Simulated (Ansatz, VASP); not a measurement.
Cr: VASP beside Ansatz

```
Cr
1.0
    -1.51356    1.51356    1.51356
     1.51356   -1.51356    1.51356
     1.51356    1.51356   -1.51356
Cr
1
Direct
  0.00000 0.00000 0.00000
```

Alike in both runs: task single point; functional BHLYP; k mesh 6 × 6 × 6; occupations fermi-dirac, width 0.05 eV; collinear spin.

```csv
,VASP,Ansatz
version,VASP 6.6.1,Ansatz 0.2.0
potentials or method,"VASP PAW PBE potentials, release 64 (Cr_pv)",Ansatz PAW
plane-wave cutoff (eV),520,420
valence electrons in the cell,12,14
```

```csv
,VASP,Ansatz,Ansatz less VASP
gap on the k mesh at the Fermi level (eV),none,none,-
net moment per atom (μB),0.06,0.06,0.000
size of the moment on the site where the two differ most (μB),0.07,0.07,+0.004
```

VASP's potentials were made for PBE, not for BHLYP. Site moments also hang on the region over which each program counts them. A gap of «none» marks a metal or a gap that the smearing closes. VASP's potentials hold 12 valence electrons a cell and Ansatz's 14, so a difference there can come from the potentials and not from the codes.

The k mesh is coarse, so the values compare programs but aren't converged. Noted on Ansatz's run: the magnetic or orbital state may not be the lowest.
